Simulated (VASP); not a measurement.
# La2O3 (P-3m1) in VASP: notebook

La2O3 is run at these levels: PBE; tasks: single point.

Program: VASP 6.6.1. These are calculated values, not measurements. Logs are shortened: lines on timing, memory, paths and dates and some standing lists are left out, and cuts for length are marked.

**1. The cell of the first run**

The structure is trigonal, space group P-3m1 (No. 164). The conventional cell has a = 3.999 Å, b = 3.999 Å, c = 6.219 Å, α = 90.00°, β = 90.00°, γ = 120.00°. Within 3.2 Å of La (site symmetry 3m) lie 7 O at 2.40 to 2.77 Å. Within 3.2 Å of O (site symmetry 3m) lie 4 La at 2.40 to 2.49 Å and 6 O at 2.94 to 3.19 Å. Within 3.7 Å of O (site symmetry -3m) lie 6 La at 2.77 Å and 6 O at 3.19 Å.

**2. Single point, PBE**

INCAR

```
SYSTEM = La2O3
PREC     = Accurate       ! precision mode
ENCUT    = 520            ! plane-wave cutoff, eV
EDIFF    = 1E-6           ! SCF threshold, eV
ISMEAR   = 0              ! smearing method
SIGMA    = 0.01           ! smearing width, eV
LREAL    = .FALSE.        ! projectors in reciprocal space
LASPH    = .TRUE.         ! aspherical terms in the spheres
NELM     = 100            ! most SCF steps
ALGO     = Normal         ! electronic algorithm
ISIF     = 2              ! what is computed and relaxed
LWAVE    = .FALSE.        ! write WAVECAR
LCHARG   = .FALSE.        ! write CHGCAR
GGA      = PE             ! functional
NBANDS   = 28             ! bands
```

KPOINTS

```
regular mesh
0
G
  6 6 4
  0 0 0
```

POSCAR

```
La2O3
1.0
    3.9994517277      0.0000000000      0.0000000000
   -1.9997258638      3.4636261822      0.0000000000
    0.0000000000      0.0000000000      6.2187345571
La O
2 3
Direct
    0.6666666667      0.3333333333      0.7537640000
    0.3333333333      0.6666666667      0.2462360000
    0.6666666667      0.3333333333      0.3541090000
    0.3333333333      0.6666666667      0.6458910000
    0.0000000000      0.0000000000      0.0000000000
```

Potentials or basis: VASP PAW PBE potentials, release 64 (La, O).

Run with:

```sh
> cat potpaw_PBE.64/La/POTCAR potpaw_PBE.64/O/POTCAR > POTCAR
> mpirun -np 1 vasp_std > vasp.out
```

OUTCAR:

```text
SYSTEM = La2O3
   PREC = Accurate
   ENCUT = 520
   EDIFF = 1E-6
   ISMEAR = 0
   LREAL = .FALSE.
   LASPH = .TRUE.
   NELM = 100
   ISIF = 2
   GGA = PE

 ion  position               nearest neighbor table
   1  0.667  0.333  0.754-   4 2.40   4 2.40   4 2.40   3 2.49   5 2.77   5 2.77   5 2.77
   2  0.333  0.667  0.246-   3 2.40   3 2.40   3 2.40   4 2.49   5 2.77   5 2.77   5 2.77
   3  0.667  0.333  0.354-   2 2.40   2 2.40   2 2.40   1 2.49
   4  0.333  0.667  0.646-   1 2.40   1 2.40   1 2.40   2 2.49
   5  0.000  0.000  0.000-   2 2.77   1 2.77   2 2.77   1 2.77   1 2.77   2 2.77

  LATTYP: Found a hexagonal cell.
 ALAT       =     3.9994517277
 C/A-ratio  =     1.5548967660

  Lattice vectors:

 A1 = (   3.9994517277,   0.0000000000,   0.0000000000)
 A2 = (  -1.9997258638,   3.4636261822,   0.0000000000)
 A3 = (   0.0000000000,   0.0000000000,   6.2187345571)

Analysis of symmetry for initial positions (statically):
=====================================================================
 Subroutine PRICEL returns:
 Original cell was already a primitive cell.

 Routine SETGRP: Setting up the symmetry group for a
 hexagonal supercell.

 Subroutine GETGRP returns: Found 12 space group operations
 (whereof 12 operations were pure point group operations)
 out of a pool of 24 trial point group operations.

The static configuration has the point symmetry D_3d.

Analysis of symmetry for dynamics (positions and initial velocities):
=====================================================================
 Subroutine PRICEL returns:
 Original cell was already a primitive cell.

 Routine SETGRP: Setting up the symmetry group for a
 hexagonal supercell.

 Subroutine GETGRP returns: Found 12 space group operations
 (whereof 12 operations were pure point group operations)
 out of a pool of 24 trial point group operations.

The dynamic configuration has the point symmetry D_3d.

 Subroutine INISYM returns: Found 12 space group operations
 (whereof 12 operations are pure point group operations),
 and found     1 'primitive' translations

----------------------------------------------------------------------------------------

                                     Primitive cell

  volume of cell :      86.1457

  direct lattice vectors                    reciprocal lattice vectors
     3.999451728  0.000000000  0.000000000     0.250034272  0.144357380  0.000000000
    -1.999725864  3.463626182  0.000000000     0.000000000  0.288714759  0.000000000
     0.000000000  0.000000000  6.218734557     0.000000000  0.000000000  0.160804419

  length of vectors
     3.999451728  3.999451195  6.218734557     0.288714721  0.288714759  0.160804419

  position of ions in fractional coordinates (direct lattice)
     0.666666667  0.333333333  0.753764000
     0.333333333  0.666666667  0.246236000
     0.666666667  0.333333333  0.354109000
     0.333333333  0.666666667  0.645891000
     0.000000000  0.000000000  0.000000000

  ion indices of the primitive-cell ions
   primitive index   ion index
                 1           1
                 2           2
                 3           3
                 4           4
                 5           5

----------------------------------------------------------------------------------------

 KPOINTS: regular mesh

Automatic generation of k-mesh.
 Grid dimensions read from file:
 generate k-points for:    6    6    4

 Generating k-lattice:

  Cartesian coordinates                     Fractional coordinates (reciprocal lattice)
     0.041672379  0.024059563  0.000000000     0.166666667  0.000000000  0.000000000
     0.000000000  0.048119127  0.000000000     0.000000000  0.166666667  0.000000000
     0.000000000  0.000000000  0.040201105     0.000000000  0.000000000  0.250000000

  Length of vectors
     0.048119120  0.048119127  0.040201105

  Shift w.r.t. Gamma in fractional coordinates (k-lattice)
     0.000000000  0.000000000  0.000000000

 Subroutine IBZKPT returns following result:
 ===========================================

 Found     24 irreducible k-points:

 Following reciprocal coordinates:
            Coordinates               Weight
  0.000000  0.000000  0.000000      1.000000
  0.166667  0.000000  0.000000      6.000000
  0.333333  0.000000  0.000000      6.000000
  0.500000  0.000000  0.000000      3.000000
  0.166667  0.166667  0.000000      6.000000
  0.333333  0.166667  0.000000     12.000000
[... 16 lines left out ...]
  0.333333  0.166667  0.500000     12.000000
  0.333333  0.333333  0.500000      2.000000
   k-points           NKPTS =     24   k-points in BZ     NKDIM =     24   number of bands    NBANDS=     28
   number of dos      NEDOS =    301   number of ions     NIONS =      5
   total plane-waves  NPLWV =  43200
   dimension x,y,z NGX =    30 NGY =   30 NGZ =   48
   dimension x,y,z NGXF=    60 NGYF=   60 NGZF=   96
   ions per type =               2   3
   NGX,Y,Z   is equivalent  to a cutoff of  12.47, 12.47, 12.83 a.u.
   NGXF,Y,Z  is equivalent  to a cutoff of  24.94, 24.94, 25.66 a.u.
 SYSTEM =  La2O3
   PREC   = accura    normal or accurate (medium, high low for compatibility)
   ISTART =      0    job   : 0-new  1-cont  2-samecut
   ICHARG =      2    charge: 1-file 2-atom 10-const
   ISPIN  =      1    spin polarized calculation?
   LNONCOLLINEAR =      F non collinear calculations
   LSORBIT =      F    spin-orbit coupling
   LASPH  =      T    aspherical Exc in radial PAW
   ENCUT  =  520.0 eV  38.22 Ry    6.18 a.u.   7.44  7.44 11.56*2*pi/ulx,y,z
   NELM   =    100;   NELMIN=  2; NELMDL= -5     # of ELM steps
   EDIFF  = 0.1E-05   stopping-criterion for ELM
   LREAL  =      F    real-space projection
   EDIFFG = 0.1E-04   stopping-criterion for IOM
   NSW    =      0    number of steps for IOM
   IBRION =     -1    ionic relax: 0-MD 1-quasi-New 2-CG
   NFREE  =      0    steps in history (QN), initial steepest desc. (CG)
   ISIF   =      2    stress and relaxation
   ISYM   =      2    0-nonsym 1-usesym 2-fastsym
   POTIM  = 0.5000    time-step for ionic-motion
   TEBEG  =    0.0;   TEEND  =   0.0 temperature during run
   PSTRESS=    0.0 pullay stress
   NELECT =      40.0000    total number of electrons
   NUPDOWN=      -1.0000    fix difference up-down
   EMIN   =  10.00;   EMAX   =-10.00  energy-range for DOS
   EFERMI =   0.00;   METHOD = LEGACY
   ISMEAR =     0;   SIGMA  =   0.01  broadening in eV -4-tet -1-fermi 0-gaus
   EFERMI_NEDOS =   21; number of points for ismear=-14 and -15
   IALGO  =     38    algorithm
   IMIX   =      4    mixing-type and parameters
     AMIX     =   0.40;   BMIX     =  1.00
     AMIX_MAG =   1.60;   BMIX_MAG =  1.00
  volume/ion in A,a.u.               =      17.23       116.27
  Fermi-wavevector in a.u.,A,eV,Ry     =   1.267701  2.395608 21.865475  1.607067
  Thomas-Fermi vector in A             =   2.400835
   LORBIT       =      0    0 simple, 1 ext, 2 COOP (PROOUT), +10 PAW based schemes
   GGA     = PE    functional components
   LHFCALC =     F    Hartree Fock is set to
   AEXX    =    0.0000 exact exchange contribution
   IVDW    =     0    specifies the selected vdW correction
   LEPSILON=     F    determine dielectric tensor
   LRPA    =     F    only Hartree local field effects (RPA)
 non-spin polarized calculation
 Gauss-broadening in eV      SIGMA  =   0.01
  energy-cutoff  :      520.00
  volume of cell :       86.15
 maximum number of plane-waves:      2376
 NGX is ok and might be reduce to    30
   NGX = 15   NGY = 15   NGZ = 23

 number of electron      40.0000000 magnetization

 Free energy of the ion-electron system (eV)
  ---------------------------------------------------
  ext. energy  EPLUGINS =         0.00000000
  ---------------------------------------------------
  free energy    TOTEN  =       -41.77431887 eV

  energy without entropy =      -41.77431887  energy(sigma->0) =      -41.77431887

 E-fermi :   5.5644     XC(G=0): -10.2195

 val. band max:        5.4769771214   @ k =   0.5000   0.0000   0.5000
 cond. band min:       9.2539620710   @ k =   0.5000   0.0000   0.0000
 fundamental gap:      3.7769849496
 Fermi energy:         5.5643758310

 k-point     1 :       0.0000    0.0000    0.0000
  band No.  band energies     occupation
      1     -24.5204      2.00000
      2     -24.3302      2.00000
      3     -11.2529      2.00000
      4     -10.0604      2.00000
      5      -9.6707      2.00000
      6      -7.9970      2.00000
[... 20 lines left out ...]
     27      10.5738      0.00000
     28      10.7222      0.00000

 k-point     2 :       0.1667    0.0000    0.0000
  band No.  band energies     occupation
      1     -24.4845      2.00000
      2     -24.3164      2.00000
      3     -11.2658      2.00000
      4     -10.4949      2.00000
      5      -9.9449      2.00000
      6      -8.0817      2.00000
[... 20 lines left out ...]
     27      10.6865      0.00000
     28      10.7503      0.00000

 k-point     3 :       0.3333    0.0000    0.0000
  band No.  band energies     occupation
      1     -24.4047      2.00000
      2     -24.2949      2.00000
      3     -11.4339      2.00000
      4     -11.1674      2.00000
      5      -9.9661      2.00000
      6      -8.2311      2.00000
[... 20 lines left out ...]
     27      10.6386      0.00000
     28      10.6455      0.00000

 k-point     4 :       0.5000    0.0000    0.0000
  band No.  band energies     occupation
      1     -24.3548      2.00000
      2     -24.2935      2.00000
      3     -11.5251      2.00000
      4     -11.4907      2.00000
      5      -9.7643      2.00000
      6      -8.5240      2.00000
[... 578 lines left out ...]
     27      10.5886      0.00000
     28      10.6879      0.00000

 k-point    23 :       0.3333    0.1667    0.5000
  band No.  band energies     occupation
      1     -24.3278      2.00000
      2     -24.3202      2.00000
      3     -11.6346      2.00000
      4     -11.4366      2.00000
      5      -9.8708      2.00000
      6      -8.3131      2.00000
[... 20 lines left out ...]
     27      10.6054      0.00000
     28      10.6355      0.00000

 k-point    24 :       0.3333    0.3333    0.5000
  band No.  band energies     occupation
      1     -24.3109      2.00000
      2     -24.3109      2.00000
      3     -11.5780      2.00000
      4     -11.5780      2.00000
      5     -10.1087      2.00000
      6      -8.4812      2.00000
[... 20 lines left out ...]
     27      10.5786      0.00000
     28      10.6010      0.00000

------------------------ aborting loop because EDIFF is reached ----------------------------------------

  FORCE on cell =-STRESS in cart. coord.  units (eV):
  Direction    XX          YY          ZZ          XY          YZ          ZX
  --------------------------------------------------------------------------------------
  -------------------------------------------------------------------------------------
  Total       -2.8842042     -2.8842032     -1.9063102     -0.0000000      0.0000000      0.0000000
  in kB      -53.6417699    -53.6417509    -35.4544421     -0.0000000      0.0000000      0.0000000
  external PRESSURE =     -47.5793209 kB  Pullay stress =       0.0000000 kB

 VOLUME and BASIS-vectors are now :
 -----------------------------------------------------------------------------
  energy-cutoff  :      520.00
  volume of cell :       86.15
      direct lattice vectors                 reciprocal lattice vectors
     3.999451728  0.000000000  0.000000000     0.250034272  0.144357380  0.000000000
    -1.999725864  3.463626182  0.000000000     0.000000000  0.288714759  0.000000000
     0.000000000  0.000000000  6.218734557     0.000000000  0.000000000  0.160804419

 POSITION                                       TOTAL-FORCE (eV/Angst)
 -----------------------------------------------------------------------------------
      1.99973      1.15454      4.68746        -0.000000      0.000000     -0.359709
     -0.00000      2.30908      1.53128         0.000000     -0.000000      0.359709
      1.99973      1.15454      2.20211         0.000000      0.000000     -0.065972
     -0.00000      2.30908      4.01662        -0.000000      0.000000      0.065972
      0.00000      0.00000      0.00000         0.000000      0.000000      0.000000
 -----------------------------------------------------------------------------------
    total drift:                               -0.000000      0.000000      0.000000

  FREE ENERGIE OF THE ION-ELECTRON SYSTEM (eV)
  ---------------------------------------------------
  free  energy   TOTEN  =       -41.7743188690 eV

  energy  without entropy=      -41.7743188690  energy(sigma->0) =      -41.77431887
```

Wall time 2.6 min (1 thread of Intel Xeon 8259CL, shared host); peak memory 0.23 GiB.

What came out:

| Property | Result |
| --- | --- |
| Free energy | -41.7743 eV |
| Pressure | -4.8 GPa |
| Largest force | 0.360 eV/Å |
| Band gap on the k mesh | 3.78 eV (least direct gap 3.98 eV) |

Forces on the atoms (eV/Å):
```
La   0.000  0.000 -0.360
La   0.000  0.000  0.360
O    0.000  0.000 -0.066
O    0.000  0.000  0.066
O    0.000  0.000  0.000
```

Levels at points of the mesh, in eV from the valence-band top:
| k point | band 17 | band 18 | band 19 | band 20 | band 21 | band 22 | band 23 | band 24 |
| --- | --- | --- | --- | --- | --- | --- | --- | --- |
| (0.00, 0.00, 0.00) | -1.53 | -0.32 | -0.32 | -0.05 | 4.17 | 4.45 | 4.45 | 4.87 |
| (0.50, 0.00, 0.00) | -0.67 | -0.60 | -0.43 | -0.25 | 3.78 | 4.54 | 4.91 | 4.95 |
| (0.00, 0.00, 0.50) | -0.92 | -0.69 | -0.25 | -0.25 | 4.52 | 4.55 | 4.55 | 4.76 |
| (0.50, 0.00, 0.50) | -0.93 | -0.62 | -0.37 | 0.00 | 4.25 | 4.49 | 4.83 | 4.94 |

Caveat: the cell stands under tension; spin-orbit coupling is left out, which moves the levels of the heavy elements. A k mesh can miss the band edges.

[end of part 1 of 2]
